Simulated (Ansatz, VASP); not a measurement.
One calculation of Cu, two programs

File INCAR:

```
SYSTEM = Cu
PREC     = Accurate       ! precision mode
ENCUT    = 520            ! plane-wave cutoff, eV
EDIFF    = 1E-6           ! SCF threshold, eV
ISMEAR   = -1             ! smearing method
SIGMA    = 0.08           ! smearing width, eV
LREAL    = .False.        ! projectors in reciprocal space
LASPH    = .True.         ! aspherical terms in the spheres
NELM     = 80             ! most SCF steps
ALGO     = Normal         ! electronic algorithm
ISIF     = 2              ! what is computed and relaxed
LWAVE    = .False.        ! write WAVECAR
LCHARG   = .False.        ! write CHGCAR
GGA      = PE             ! functional
NBANDS   = 30             ! bands
```

Contents of KPOINTS:

```
regular mesh
0
Gamma
  14 9 8
  0 0 0
```

POSCAR

```
Cu
1.0
   -1.2794974365      2.2161545683      0.0000000000
    0.0000000000      0.0000000000      4.2211463337
    3.8384923097      2.2161545682      0.0000000000
Cu
4
Direct
    0.5000000000      0.2500000000      0.1666666670
    0.0000000000      0.2500000000      0.6666666670
    0.0000000000      0.7500000000      0.3333333330
    0.5000000000      0.7500000000      0.8333333330
```

Input for Ansatz:

```yaml
crystal:
  lattice:
    - [-1.2794974365, 2.2161545683, 0.0]
    - [0.0, 0.0, 4.2211463337]
    - [3.8384923097, 2.2161545682, 0.0]
  atoms:
    - { symbol: Cu, position: [0.5, 0.25, 0.166666667] }
    - { symbol: Cu, position: [0.0, 0.25, 0.666666667] }
    - { symbol: Cu, position: [0.0, 0.75, 0.333333333] }
    - { symbol: Cu, position: [0.5, 0.75, 0.833333333] }
kpoints:
  mp_grid: { grid: [14, 9, 8] }
scf:
  occupations: { method: fermi_dirac, width: 0.08 }
hamiltonian:
  xc: pbe
  pseudopotentials: { kind: all_electron, lapw: { basis_error: 0.001 } }
output:
  forces: true
  stress: true
  eigenvalues: true
```

Alike in both runs: task single point; functional PBE; k mesh 14 × 9 × 8; occupations fermi-dirac, width 0.08 eV; no spin polarisation.

|  | VASP | Ansatz |
| --- | --- | --- |
| version | VASP 6.6.1 | Ansatz 0.2.0 |
| potentials or method | VASP PAW PBE potentials, release 64 (Cu), cutoff 520 eV | all-electron LAPW, scalar-relativistic |

Ansatz gave:

| Quantity | Value |
| --- | --- |
| pressure (GPa) | 0.0 |
| traceless stress, the component that is largest in VASP (GPa) | -0.66 |
| rms of the force components (eV/Å) | 0.004 |

Question: Which values does VASP return?

Answer: Pressure (GPa): 0.6; traceless stress, the component that is largest in VASP (GPa): -0.69; rms of the force components (eV/Å): 0.004.

Atom by atom the forces differ by 0.000 eV/Å (rms over components). Ansatz ran all-electron here, and VASP with PAW potentials.
